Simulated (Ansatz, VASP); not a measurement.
**SnO2: VASP beside Ansatz**

File INCAR:

```
SYSTEM = SnO2
PREC     = Accurate       ! precision mode
ENCUT    = 520            ! plane-wave cutoff, eV
EDIFF    = 1E-6           ! SCF threshold, eV
ISMEAR   = 0              ! smearing method
SIGMA    = 0.05           ! smearing width, eV
LREAL    = .FALSE.        ! projectors in reciprocal space
LASPH    = .TRUE.         ! aspherical terms in the spheres
NELM     = 60             ! most SCF steps
ALGO     = Normal         ! electronic algorithm
ISIF     = 2              ! what is computed and relaxed
LWAVE    = .FALSE.        ! write WAVECAR
LCHARG   = .TRUE.         ! write CHGCAR
GGA      = CA             ! functional
LELF     = .TRUE.         ! ELF
LVHAR    = .TRUE.       
NBANDS   = 35             ! bands
```

The input KPOINTS:

```
regular mesh
0
G
  6 6 8
  0 0 0
```

File POSCAR:

```
SnO2
1.0
    4.7222897775      0.0000000000      0.0000000000
    0.0000000000      4.7228698889      0.0000000000
    0.0000000000      0.0000000000      3.1904047622
Sn O
2 4
Direct
    0.5000000000      0.5000000000      0.5000000000
    0.0000000000      0.0000000000      0.0000000000
    0.3059833077      0.3191552360      0.0000000000
    0.8059833077      0.1808447640      0.5000000000
    0.1940166923      0.8191552360      0.5000000000
    0.6940166923      0.6808447640      0.0000000000
```

Input for Ansatz:

```yaml
crystal:
  lattice:
    - [4.7222897775, 0.0, 0.0]
    - [0.0, 4.7228698889, 0.0]
    - [0.0, 0.0, 3.1904047622]
  atoms:
    - { symbol: Sn, position: [0.5, 0.5, 0.5] }
    - { symbol: Sn, position: [0.0, 0.0, 0.0] }
    - { symbol: O, position: [0.3059833077, 0.319155236, 0.0] }
    - { symbol: O, position: [0.8059833077, 0.180844764, 0.5] }
    - { symbol: O, position: [0.1940166923, 0.819155236, 0.5] }
    - { symbol: O, position: [0.6940166923, 0.680844764, 0.0] }
basis:
  ecutwfc: 520.0
kpoints:
  mp_grid: { grid: [6, 6, 8] }
hamiltonian:
  xc: lda
scf:
  occupations: { method: gaussian, width: 0.05 }
output:
  forces: true
  stress: true
  eigenvalues: true
  write_density: true
  write_potential: true
  elf: true
  volumetric_format: npy
```

Alike in both runs: task single point; functional LDA; k mesh 6 × 6 × 8; occupations gaussian, width 0.05 eV; no spin polarisation.

```csv
,VASP,Ansatz
version,VASP 6.6.1,Ansatz 0.2.0
potentials or method,"VASP PAW LDA potentials, release 64 (Sn_d, O), cutoff 520 eV","scalar-relativistic, plane waves, PAW"
valence electrons in the cell,52,52
```

Ansatz gave:

- gap on the k mesh at the Fermi level (eV): 1.30
- least direct gap on the mesh (eV): 1.30
- pressure (GPa): 1.8
- traceless stress, the component that is largest in VASP (GPa): 1.49
- rms of the force components (eV/Å): 0.485

Which values does VASP return?

gap on the k mesh at the Fermi level (eV): 1.33; least direct gap on the mesh (eV): 1.33; pressure (GPa): 2.9; traceless stress, the component that is largest in VASP (GPa): 1.99; rms of the force components (eV/Å): 0.505.

LDA's correlation is that of Perdew and Zunger in VASP and of Perdew and Wang (1992) in Ansatz. Atom by atom the forces differ by 0.020 eV/Å (rms over components).
